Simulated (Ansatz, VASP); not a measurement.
## One calculation of CaMg3S4, two programs

```
CELL_PARAMETERS angstrom
-2.64454 2.64454 5.20502
2.64454 -2.64454 5.20502
2.64454 2.64454 -5.20502
ATOMIC_POSITIONS crystal
Mg 0.75000 0.25000 0.50000
Mg 0.00000 0.00000 0.00000
Mg 0.25000 0.75000 0.50000
S 0.50000 0.00000 0.50000
S 0.76148 0.76148 0.00000
S 0.00000 0.50000 0.50000
S 0.23852 0.23852 0.00000
Ca 0.50000 0.50000 0.00000
```

Alike in both runs: task single point; functional PBE; k mesh 6 × 6 × 6; no spin polarisation.

```csv
,VASP,Ansatz
version,VASP 6.6.1,Ansatz 0.2.0
potentials or method,"VASP PAW PBE potentials, release 64 (Mg, S, Ca_sv)","plane waves, PAW"
plane-wave cutoff (eV),520,420
occupations,"gaussian, width 0.01 eV",fixed
valence electrons in the cell,40,64
```

```tsv
	VASP	Ansatz	Ansatz less VASP
gap on the k mesh at the Fermi level (eV)	2.52	2.54	+0.020
pressure (GPa)	4.7	4.8	+0.13
rms of the force components (eV/Å)	0.005	0.012	+0.0071
```

VASP's potentials hold 40 valence electrons a cell and Ansatz's 64, so a difference there can come from the potentials and not from the codes.
